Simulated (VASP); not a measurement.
## SrO: single point with PBE

SrO:

```
CELL_PARAMETERS angstrom
3.57695 0.00000 0.00000
-1.78847 3.09773 0.00000
0.00000 0.00000 6.24262
ATOMIC_POSITIONS crystal
Sr 0.33333 0.66667 0.25260
Sr 0.66667 0.33333 0.75260
O 0.00000 0.00000 0.98578
O 0.00000 0.00000 0.48578
```

```
Program             : VASP 6.6.1
Task                : single point
Functional          : PBE
Potentials or basis : VASP PAW PBE potentials, release 64 (Sr_sv, O)
Cutoff              : 520 eV
k mesh              : 9 × 9 × 4
Occupations         : gaussian, width 0.05 eV
Spin                : no spin polarisation
```

- Pressure: 0.8 GPa
- Largest force: 0.225 eV/Å
- Band gap on the k mesh: 3.02 eV, direct

Forces on the atoms (eV/Å):
```
Sr   0.000  0.000 -0.225
Sr   0.000  0.000 -0.225
O    0.000  0.000  0.225
O    0.000  0.000  0.225
```

Levels at points of the mesh, in eV from the valence-band top:
| k point | band 14 | band 15 | band 16 | band 17 | band 18 | band 19 |
| --- | --- | --- | --- | --- | --- | --- |
| (0.00, 0.00, 0.00) | -0.74 | -0.74 | 0.00 | 3.02 | 5.03 | 5.25 |
| (0.00, 0.00, 0.50) | -0.89 | -0.89 | -0.89 | 4.63 | 4.63 | 5.97 |

Run time: 65 s on 1 thread of Intel Xeon 6975P-C, with other jobs on the host, peak memory 0.21 GiB.

A k mesh can miss the band edges. Expect the measured gap to be larger: semilocal functionals such as PBE lack the derivative discontinuity.
